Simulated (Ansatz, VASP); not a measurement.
One calculation of SiC, two programs

```
Si C
1.0
     3.09474    0.00000    0.00000
    -1.54737    2.68012    0.00000
     0.00000    0.00000   15.18813
Si C
6 6
Direct
  0.33333 0.66667 0.14229
  0.66667 0.33333 0.64229
  0.00000 0.00000 0.47552
  0.00000 0.00000 0.97552
  0.66667 0.33333 0.30877
  0.33333 0.66667 0.80877
  0.00000 0.00000 0.35016
  0.00000 0.00000 0.85016
  0.33333 0.66667 0.01732
  0.66667 0.33333 0.51732
  0.66667 0.33333 0.18381
  0.33333 0.66667 0.68381
```

Alike in both runs: functional PBE; k mesh 12 × 12 × 2; occupations gaussian, width 0.02 eV; no spin polarisation.

Ansatz relaxed the structure, and its values are those at the end. VASP's run is a single point on that final structure, the one shown.

|  | VASP | Ansatz |
| --- | --- | --- |
| version | VASP 6.6.1 | Ansatz 0.2.0 |
| potentials or method | VASP PAW PBE potentials, release 64 (Si, C), cutoff 520 eV | scalar-relativistic, plane waves, PAW |
| valence electrons in the cell | 48 | 48 |

Ansatz gave:

* gap on the k mesh at the Fermi level (eV): 2.03
* least direct gap on the mesh (eV): 3.13
* pressure (GPa): 0.0

**Question.** What did VASP give for the same quantities?

**Answer.** gap on the k mesh at the Fermi level (eV): 2.03; least direct gap on the mesh (eV): 3.12; pressure (GPa): 0.0.

With one functional, cell and mesh, what is left measures potentials, basis and numerics.
